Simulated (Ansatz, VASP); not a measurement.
# Two plane-wave programs on AlN

File POSCAR:

```
AlN
1.0
    0.0000000000      2.1839935596      2.1839935596
    2.1839935596      0.0000000000      2.1839935596
    2.1839935596      2.1839935596      0.0000000000
Al N
1 1
Direct
    0.0396532948      0.0396532948      0.0396532948
    0.7500000000      0.7500000000      0.7500000000
```

INCAR.step1

```
SYSTEM = AlN
PREC = Accurate ; ENCUT = 520
ISMEAR = 0 ; SIGMA = 0.05
LREAL = .FALSE. ; LASPH = .TRUE.
NELM = 100 ; NBANDS = 11
GGA = PE ; ALGO = Normal
EDIFF = 1E-4 ; LWAVE = .TRUE.
LCHARG = .FALSE.
```

INCAR.step2

```
SYSTEM = AlN
PREC = Accurate ; ENCUT = 520
EDIFF = 1E-7 ; ISMEAR = 0
SIGMA = 0.05 ; LREAL = .FALSE.
LASPH = .TRUE. ; NELM = 100
ALGO = Normal ; ISIF = 2
LWAVE = .FALSE. ; LCHARG = .FALSE.
METAGGA = R2SCAN ; LMIXTAU = .TRUE.
NBANDS = 11 ; ISTART = 1
```

The input KPOINTS:

```
Automatic mesh
0
G
  10 10 10
  0 0 0
```

Input for Ansatz:

```yaml
crystal:
  lattice:
    - [0.0, 2.1839935596, 2.1839935596]
    - [2.1839935596, 0.0, 2.1839935596]
    - [2.1839935596, 2.1839935596, 0.0]
  atoms:
    - { symbol: Al, position: [0.0396532948, 0.0396532948, 0.0396532948] }
    - { symbol: "N", position: [0.75, 0.75, 0.75] }
basis:
  ecutwfc: 500
kpoints:
  mp_grid: { grid: [10, 10, 10] }
hamiltonian:
  xc: r2scan
scf:
  occupations: { method: gaussian, width: 0.05 }
output:
  forces: true
  stress: true
  eigenvalues: true
  write_density: true
  write_potential: true
  elf: true
  volumetric_format: npy
```

Change from the starting cell: all Al atoms moved -0.300 Å, as atom 1 towards its neighbour atom 2 (N) at 1.891 Å.

Alike in both runs: task single point; functional r2SCAN; k mesh 10 × 10 × 10; occupations gaussian, width 0.05 eV; no spin polarisation.

|  | VASP | Ansatz |
| --- | --- | --- |
| version | VASP 6.6.1 | Ansatz 0.2.0 |
| potentials or method | VASP PAW PBE potentials, release 64 (Al, N), cutoff 520 eV | scalar-relativistic, plane waves, PAW |
| valence electrons in the cell | 8 | 8 |

|  | VASP | Ansatz | Ansatz less VASP |
| --- | --- | --- | --- |
| gap on the k mesh at the Fermi level (eV) | 3.06 | 3.07 | +0.011 |
| least direct gap on the mesh (eV) | 3.81 | 3.78 | -0.030 |
| pressure (GPa) | 6.8 | 7.1 | +0.24 |
| traceless stress, the component that is largest in VASP (GPa) | -5.54 | -5.41 | +0.125 |
| rms of the force components (eV/Å) | 1.212 | 1.200 | -0.0120 |

VASP's potentials were made for PBE, not for r2SCAN. Atom by atom the forces differ by 0.012 eV/Å (rms over components).
